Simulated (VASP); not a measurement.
# Ge (Fd-3m) in VASP: a series of runs

The runs below take Ge through electric field gradients, with r2SCAN.

Program: VASP 6.6.1. These are calculated values, not measurements. Logs are shortened: lines on timing, memory, paths and dates and some standing lists are left out, and cuts for length are marked.

### 1 The cell of the first run

It takes space group Fd-3m (No. 227, cubic). The conventional cell has a = 5.560 Å, b = 5.560 Å, c = 5.560 Å, α = 90.00°, β = 90.00°, γ = 90.00°. Ge (site symmetry -43m) has 4 Ge at 2.41 Å within 3.2 Å.

### 2 Electric field gradients, r2SCAN (21.48 Å³/atom)

POSCAR

```
Ge
1.0
    0.0000000000      2.7799969114      2.7799969114
    2.7799969114      0.0000000000      2.7799969114
    2.7799969114      2.7799969114      0.0000000000
Ge
2
Direct
    0.0000000000      0.0000000000      0.0000000000
    0.2500000000      0.2500000000      0.2500000000
```

INCAR.step1

```
SYSTEM = Ge
ALGO = Normal
EDIFF = 1E-4
ENCUT = 520
GGA = PE
ISMEAR = -1
LASPH = .TRUE.
LCHARG = .FALSE.
LREAL = .FALSE.
LWAVE = .TRUE.
NBANDS = 21
NELM = 60
PREC = Accurate
SIGMA = 0.05
```

INCAR.step2

```
SYSTEM = Ge
ALGO = Normal
EDIFF = 1E-8
ENCUT = 520
ISIF = 2
ISMEAR = -1
ISTART = 1
LASPH = .TRUE.
LCHARG = .FALSE.
LEFG = .TRUE.
LMIXTAU = .TRUE.
LREAL = .FALSE.
LWAVE = .FALSE.
METAGGA = R2SCAN
NBANDS = 21
NELM = 60
PREC = Accurate
SIGMA = 0.05
```

KPOINTS

```
k-points
0
G
  11 11 11
  0 0 0
```

Potentials or basis: VASP PAW PBE potentials, release 64 (Ge_d).

The run is started by

```sh
$ cat potpaw_PBE.64/Ge_d/POTCAR > POTCAR
$ cp INCAR.step1 INCAR
$ mpirun -np 1 vasp_std > vasp.out
$ cp INCAR.step2 INCAR
$ mpirun -np 1 vasp_std > vasp.out
```

OUTCAR:

```text
SYSTEM = Ge
   EDIFF = 1E-8
   ENCUT = 520
   ISIF = 2
   ISMEAR = -1
   ISTART = 1
   LASPH = .TRUE.
   LREAL = .FALSE.
   METAGGA = R2SCAN
   NELM = 60
   PREC = Accurate

 ion  position               nearest neighbor table
   1  0.000  0.000  0.000-   2 2.41   2 2.41   2 2.41   2 2.41
   2  0.250  0.250  0.250-   1 2.41   1 2.41   1 2.41   1 2.41

  LATTYP: Found a face centered cubic cell.
 ALAT       =     5.5599938228

  Lattice vectors:

 A1 = (   0.0000000000,   2.7799969114,   2.7799969114)
 A2 = (   2.7799969114,   0.0000000000,   2.7799969114)
 A3 = (   2.7799969114,   2.7799969114,   0.0000000000)

Analysis of symmetry for initial positions (statically):
=====================================================================
 Subroutine PRICEL returns:
 Original cell was already a primitive cell.

 Routine SETGRP: Setting up the symmetry group for a
 face centered cubic supercell.

 Subroutine GETGRP returns: Found 48 space group operations
 (whereof 24 operations were pure point group operations)
 out of a pool of 48 trial point group operations.

The static configuration has the point symmetry T_d .
 The point group associated with its full space group is O_h .

Analysis of symmetry for dynamics (positions and initial velocities):
=====================================================================
 Subroutine PRICEL returns:
 Original cell was already a primitive cell.

 Routine SETGRP: Setting up the symmetry group for a
 face centered cubic supercell.

 Subroutine GETGRP returns: Found 48 space group operations
 (whereof 24 operations were pure point group operations)
 out of a pool of 48 trial point group operations.

The dynamic configuration has the point symmetry T_d .
 The point group associated with its full space group is O_h .

 Subroutine INISYM returns: Found 48 space group operations
 (whereof 24 operations are pure point group operations),
 and found     1 'primitive' translations

----------------------------------------------------------------------------------------

                                     Primitive cell

  volume of cell :      42.9698

  direct lattice vectors                    reciprocal lattice vectors
     0.000000000  2.779996911  2.779996911    -0.179856315  0.179856315  0.179856315
     2.779996911  0.000000000  2.779996911     0.179856315 -0.179856315  0.179856315
     2.779996911  2.779996911  0.000000000     0.179856315  0.179856315 -0.179856315

  length of vectors
     3.931509335  3.931509335  3.931509335     0.311520276  0.311520276  0.311520276

  position of ions in fractional coordinates (direct lattice)
     0.000000000  0.000000000  0.000000000
     0.250000000  0.250000000  0.250000000

  ion indices of the primitive-cell ions
   primitive index   ion index
                 1           1
                 2           2

----------------------------------------------------------------------------------------

 KPOINTS: k-points

Automatic generation of k-mesh.
 Grid dimensions read from file:
 generate k-points for:   11   11   11

 Generating k-lattice:

  Cartesian coordinates                     Fractional coordinates (reciprocal lattice)
    -0.016350574  0.016350574  0.016350574     0.090909091  0.000000000  0.000000000
     0.016350574 -0.016350574  0.016350574     0.000000000  0.090909091  0.000000000
     0.016350574  0.016350574 -0.016350574     0.000000000  0.000000000  0.090909091

  Length of vectors
     0.028320025  0.028320025  0.028320025

  Shift w.r.t. Gamma in fractional coordinates (k-lattice)
     0.000000000  0.000000000  0.000000000

 Subroutine IBZKPT returns following result:
 ===========================================

 Found     56 irreducible k-points:

 Following reciprocal coordinates:
            Coordinates               Weight
  0.000000  0.000000  0.000000      1.000000
  0.090909  0.000000  0.000000      8.000000
  0.181818  0.000000  0.000000      8.000000
  0.272727  0.000000  0.000000      8.000000
  0.363636  0.000000  0.000000      8.000000
  0.454545  0.000000  0.000000      8.000000
[... 16 lines left out ...]
 -0.272727  0.181818  0.000000     24.000000
 -0.181818  0.181818  0.000000     12.000000
 [... further k-points ...]
   k-points           NKPTS =     56   k-points in BZ     NKDIM =     56   number of bands    NBANDS=     21
   number of dos      NEDOS =    301   number of ions     NIONS =      2
   total plane-waves  NPLWV =  27000
   dimension x,y,z NGX =    30 NGY =   30 NGZ =   30
   dimension x,y,z NGXF=    60 NGYF=   60 NGZF=   60
   ions per type =               2
   NGX,Y,Z   is equivalent  to a cutoff of  12.69, 12.69, 12.69 a.u.
   NGXF,Y,Z  is equivalent  to a cutoff of  25.37, 25.37, 25.37 a.u.
 SYSTEM =  Ge
   PREC   = accura    normal or accurate (medium, high low for compatibility)
   ISTART =      1    job   : 0-new  1-cont  2-samecut
   ICHARG =      0    charge: 1-file 2-atom 10-const
   ISPIN  =      1    spin polarized calculation?
   LNONCOLLINEAR =      F non collinear calculations
   LSORBIT =      F    spin-orbit coupling
   LASPH  =      T    aspherical Exc in radial PAW
   ENCUT  =  520.0 eV  38.22 Ry    6.18 a.u.   7.31  7.31  7.31*2*pi/ulx,y,z
   NELM   =     60;   NELMIN=  2; NELMDL=  0     # of ELM steps
   EDIFF  = 0.1E-07   stopping-criterion for ELM
   LREAL  =      F    real-space projection
   EDIFFG = 0.1E-06   stopping-criterion for IOM
   NSW    =      0    number of steps for IOM
   IBRION =     -1    ionic relax: 0-MD 1-quasi-New 2-CG
   NFREE  =      0    steps in history (QN), initial steepest desc. (CG)
   ISIF   =      2    stress and relaxation
   ISYM   =      2    0-nonsym 1-usesym 2-fastsym
   POTIM  = 0.5000    time-step for ionic-motion
   TEBEG  =    0.0;   TEEND  =   0.0 temperature during run
   PSTRESS=    0.0 pullay stress
   NELECT =      28.0000    total number of electrons
   NUPDOWN=      -1.0000    fix difference up-down
   EMIN   =  10.00;   EMAX   =-10.00  energy-range for DOS
   EFERMI =   0.00;   METHOD = LEGACY
   ISMEAR =    -1;   SIGMA  =   0.05  broadening in eV -4-tet -1-fermi 0-gaus
   EFERMI_NEDOS =   21; number of points for ismear=-14 and -15
   IALGO  =     38    algorithm
   IMIX   =      4    mixing-type and parameters
     AMIX     =   0.40;   BMIX     =  1.00
     AMIX_MAG =   1.60;   BMIX_MAG =  1.00
  volume/ion in A,a.u.               =      21.48       144.99
  Fermi-wavevector in a.u.,A,eV,Ry     =   1.419297  2.682082 27.407619  2.014403
  Thomas-Fermi vector in A             =   2.540332
   LORBIT       =      0    0 simple, 1 ext, 2 COOP (PROOUT), +10 PAW based schemes
   METAGGA = R2SCAN    functional components
   LHFCALC =     F    Hartree Fock is set to
   AEXX    =    0.0000 exact exchange contribution
   IVDW    =     0    specifies the selected vdW correction
   LEPSILON=     F    determine dielectric tensor
   LRPA    =     F    only Hartree local field effects (RPA)
 non-spin polarized calculation
  energy-cutoff  :      520.00
  volume of cell :       42.97
 maximum number of plane-waves:      1179
 NGX is ok and might be reduce to    30
   NGX = 15   NGY = 15   NGZ = 15

 number of electron      28.0000006 magnetization

 Free energy of the ion-electron system (eV)
  ---------------------------------------------------
  ext. energy  EPLUGINS =         0.00000000
  ---------------------------------------------------
  free energy    TOTEN  =       -27.70116754 eV

  energy without entropy =      -27.70115618  energy(sigma->0) =      -27.70116186

 E-fermi :   5.6237     XC(G=0): -11.0958

 val. band max:        5.3313967231   @ k =   0.0000   0.0000   0.0000
 cond. band min:       5.9719177317   @ k =   0.4545   0.0000   0.0000
 fundamental gap:      0.6405210086
 Fermi energy:         5.6237437822

 k-point     1 :       0.0000    0.0000    0.0000
  band No.  band energies     occupation
      1     -20.2475      2.00000
      2     -20.2475      2.00000
      3     -20.2475      2.00000
      4     -20.2036      2.00000
      5     -20.2036      2.00000
      6     -19.9554      2.00000
[... 13 lines left out ...]
     20      15.4017      0.00000
     21      15.4017      0.00000
[... 529 lines left out ...]
 k-point    24 :      -0.1818    0.1818    0.0000
  band No.  band energies     occupation
      1     -20.2807      2.00000
      2     -20.2766      2.00000
      3     -20.2230      2.00000
      4     -20.1683      2.00000
      5     -20.1429      2.00000
      6     -20.0093      2.00000
[... 13 lines left out ...]
     20      15.8886      0.00000
     21      16.0945      0.00000

 [... further k-points ...]

------------------------ aborting loop because EDIFF is reached ----------------------------------------

  FORCE on cell =-STRESS in cart. coord.  units (eV):
  Direction    XX          YY          ZZ          XY          YZ          ZX
  --------------------------------------------------------------------------------------
  -------------------------------------------------------------------------------------
  Total        1.3810410      1.3810410      1.3810410      0.0000000      0.0000000     -0.0000000
  in kB       51.4937125     51.4937125     51.4937125      0.0000000      0.0000000     -0.0000000
  external PRESSURE =      51.4937125 kB  Pullay stress =       0.0000000 kB

 VOLUME and BASIS-vectors are now :
 -----------------------------------------------------------------------------
  energy-cutoff  :      520.00
  volume of cell :       42.97
      direct lattice vectors                 reciprocal lattice vectors
     0.000000000  2.779996911  2.779996911    -0.179856315  0.179856315  0.179856315
     2.779996911  0.000000000  2.779996911     0.179856315 -0.179856315  0.179856315
     2.779996911  2.779996911  0.000000000     0.179856315  0.179856315 -0.179856315

 POSITION                                       TOTAL-FORCE (eV/Angst)
 -----------------------------------------------------------------------------------
      0.00000      0.00000      0.00000        -0.000000      0.000000     -0.000000
      1.39000      1.39000      1.39000         0.000000     -0.000000      0.000000
 -----------------------------------------------------------------------------------
    total drift:                                0.000000     -0.000000      0.000000

  FREE ENERGIE OF THE ION-ELECTRON SYSTEM (eV)
  ---------------------------------------------------
  free  energy   TOTEN  =       -27.7011675434 eV

  energy  without entropy=      -27.7011561756  energy(sigma->0) =      -27.70116186

 Electric field gradients (V/A^2)
---------------------------------------------------------------------
 ion       V_xx      V_yy      V_zz      V_xy      V_xz      V_yz
---------------------------------------------------------------------
   1      -0.000    -0.000    -0.000     0.001     0.001     0.001
   2      -0.000    -0.000    -0.000     0.001     0.001     0.001
---------------------------------------------------------------------

 Electric field gradients after diagonalization (V/A^2)
 (convention: |V_zz| > |V_xx| > |V_yy|)
----------------------------------------------------------------------
 ion       V_xx      V_yy      V_zz     asymmetry (V_yy - V_xx)/ V_zz
----------------------------------------------------------------------
   1      -0.001    -0.001     0.001       0.000
   2      -0.001    -0.001     0.001       0.000
----------------------------------------------------------------------

           NMR quadrupolar parameters

 Cq : quadrupolar parameter    Cq=e*Q*V_zz/h
 eta: asymmetry parameters     (V_yy - V_xx)/ V_zz
 Q  : nuclear electric quadrupole moment in mb (millibarn)
----------------------------------------------------------------------
 ion       Cq(MHz)       eta       Q (mb)
----------------------------------------------------------------------
   1       0.000       0.000       1.000
   2       0.000       0.000       1.000
----------------------------------------------------------------------
```

Wall time 6.6 min (1 thread of Intel Xeon 8259CL, shared host); peak memory 0.19 GiB.

What came out:

```
Free energy                             : -27.7012 eV
Pressure                                : 5.1 GPa
Band gap on the k mesh                  : 0.64 eV (least direct gap 0.92 eV)
Largest electric field gradient by atom : under 0.05 V/Å² on every atom
```

Caveat: the cell stands under pressure; semilocal functionals underestimate gaps, and a narrow one can read as zero; the PAW data sets were made with another functional, which shifts forces and pressure a little; an odd mesh through Γ misses points on the zone boundary, where band edges can lie.

### 3 Electric field gradients, r2SCAN (22.39 Å³/atom)

This run uses another cell than the first one, of 22.39 Å³/atom.

POSCAR

```
Ge
1.0
    0.0000000000      2.8183833986      2.8183833986
    2.8183833986      0.0000000000      2.8183833986
    2.8183833986      2.8183833986      0.0000000000
Ge
2
Direct
    0.0000000000      0.0000000000      0.0000000000
    0.2500000000      0.2500000000      0.2500000000
```

INCAR.step1

```
SYSTEM = Ge
  ALGO = Normal
  EDIFF = 1E-4
  ENCUT = 520
  GGA = PE
  ISMEAR = -1
  LASPH = .True.
  LCHARG = .False.
  LREAL = .False.
  LWAVE = .True.
  NBANDS = 21
  NELM = 100
  PREC = Accurate
  SIGMA = 0.05
```

INCAR.step2

```
SYSTEM = Ge
  ALGO = Normal
  EDIFF = 1E-8
  ENCUT = 520
  ISIF = 2
  ISMEAR = -1
  ISTART = 1
  LASPH = .True.
  LCHARG = .False.
  LEFG = .True.
  LMIXTAU = .True.
  LREAL = .False.
  LWAVE = .False.
  METAGGA = R2SCAN
  NBANDS = 21
  NELM = 100
  PREC = Accurate
  SIGMA = 0.05
```

KPOINTS

```
k-points
0
Gamma
  11 11 11
  0 0 0
```

Potentials or basis: VASP PAW PBE potentials, release 64 (Ge_d).

The run is started by

```sh
$ cat potpaw_PBE.64/Ge_d/POTCAR > POTCAR
$ cp INCAR.step1 INCAR
$ mpirun -np 1 vasp_std > vasp.out
$ cp INCAR.step2 INCAR
$ mpirun -np 1 vasp_std > vasp.out
```

OUTCAR:

```text
SYSTEM = Ge
   EDIFF = 1E-8
   ENCUT = 520
   ISIF = 2
   ISMEAR = -1
   ISTART = 1
   LASPH = .True.
   LREAL = .False.
   METAGGA = R2SCAN
   NELM = 100
   PREC = Accurate

 ion  position               nearest neighbor table
   1  0.000  0.000  0.000-   2 2.44   2 2.44   2 2.44   2 2.44
   2  0.250  0.250  0.250-   1 2.44   1 2.44   1 2.44   1 2.44

  LATTYP: Found a face centered cubic cell.
 ALAT       =     5.6367667972

  Lattice vectors:

 A1 = (   0.0000000000,   2.8183833986,   2.8183833986)
 A2 = (   2.8183833986,   0.0000000000,   2.8183833986)
[... 791 lines left out ...]
  free  energy   TOTEN  =       -27.7389369294 eV

  energy  without entropy=      -27.7389003178  energy(sigma->0) =      -27.73891862

 Electric field gradients (V/A^2)
---------------------------------------------------------------------
 ion       V_xx      V_yy      V_zz      V_xy      V_xz      V_yz
---------------------------------------------------------------------
   1      -0.000    -0.000     0.000     0.003     0.003     0.003
   2      -0.000    -0.000     0.000     0.003     0.003     0.003
---------------------------------------------------------------------

 Electric field gradients after diagonalization (V/A^2)
 (convention: |V_zz| > |V_xx| > |V_yy|)
----------------------------------------------------------------------
 ion       V_xx      V_yy      V_zz     asymmetry (V_yy - V_xx)/ V_zz
----------------------------------------------------------------------
   1      -0.003    -0.003     0.006       0.000
   2      -0.003    -0.003     0.006       0.000
----------------------------------------------------------------------

           NMR quadrupolar parameters

 Cq : quadrupolar parameter    Cq=e*Q*V_zz/h
 eta: asymmetry parameters     (V_yy - V_xx)/ V_zz
 Q  : nuclear electric quadrupole moment in mb (millibarn)
----------------------------------------------------------------------
 ion       Cq(MHz)       eta       Q (mb)
----------------------------------------------------------------------
   1       0.000       0.000       1.000
   2       0.000       0.000       1.000
----------------------------------------------------------------------
```

OSZICAR.step1:

```text
N       E                     dE             d eps       ncg     rms          rms(c)
DAV:   1     0.189717163802E+03    0.18972E+03   -0.14687E+04  2682   0.365E+03
DAV:   2     0.183740025806E+02   -0.17134E+03   -0.16628E+03  2362   0.629E+02
DAV:   3    -0.821292173764E+01   -0.26587E+02   -0.26412E+02  2687   0.142E+02
DAV:   4    -0.907237032436E+01   -0.85945E+00   -0.85906E+00  2647   0.299E+01
DAV:   5    -0.908644841561E+01   -0.14078E-01   -0.14078E-01  2677   0.423E+00    0.325E+00
DAV:   6    -0.902544222232E+01    0.61006E-01   -0.22116E-02  2710   0.142E+00    0.193E+00
DAV:   7    -0.899360652973E+01    0.31836E-01   -0.49751E-02  2675   0.195E+00    0.148E-01
DAV:   8    -0.899532688945E+01   -0.17204E-02   -0.59542E-03  2622   0.920E-01    0.432E-02
DAV:   9    -0.899547191611E+01   -0.14503E-03   -0.21162E-04  2233   0.197E-01    0.153E-02
DAV:  10    -0.899548714943E+01   -0.15233E-04   -0.30324E-05  1787   0.609E-02
   1 F= -.89954871E+01 E0= -.89953303E+01  d E =-.313788E-03
```

Wall time 6.5 min (1 thread of Intel Xeon 8259CL, shared host); peak memory 0.19 GiB.

What came out:

```
Free energy                             : -27.7389 eV
Pressure                                : 1.6 GPa
Band gap on the k mesh                  : 0.50 eV (least direct gap 0.51 eV)
Largest electric field gradient by atom : under 0.05 V/Å² on every atom
```

Levels at points of the mesh, in eV from the valence-band top:
```
           k point  band 11  band 12  band 13  band 14  band 15  band 16  band 17  band 18
(0.00, 0.00, 0.00)   -13.39     0.00     0.00     0.00     0.51     2.72     2.72     2.72
```

Caveat: semilocal functionals underestimate gaps, and a narrow one can read as zero; the PAW data sets were made with another functional, which shifts forces and pressure a little; an odd mesh through Γ misses points on the zone boundary, where band edges can lie.
